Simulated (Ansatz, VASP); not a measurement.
**One calculation of Sb2Se3, two programs**

```
Sb Se
1.0
     4.06945    0.00000    0.00000
    -2.03473    3.52425    0.00000
     0.00000    0.00000   10.53480
Sb Se
2 3
Cartesian
  0.0000 2.3495 1.8957
  2.0347 1.1748 8.6391
  0.0000 0.0000 0.0000
  0.0000 2.3495 7.0860
  2.0347 1.1748 3.4488
```

Alike in both runs: task single point; functional PBE; k mesh 8 × 8 × 5; occupations fermi-dirac, width 0.03 eV; no spin polarisation.

|  | VASP | Ansatz |
| --- | --- | --- |
| version | VASP 6.6.1 | Ansatz 0.2.0 |
| potentials or method | VASP PAW PBE potentials, release 64 (Sb, Se), cutoff 520 eV | all-electron LAPW, scalar-relativistic |

```tsv
	VASP	Ansatz	Ansatz less VASP
pressure (GPa)	0.0	0.0	+0.04
rms of the force components (eV/Å)	0.010	0.000	-0.0093
```

Atom by atom the forces differ by 0.009 eV/Å (rms over components). Ansatz ran all-electron here, and VASP with PAW potentials.

Neither program's run includes spin-orbit coupling.
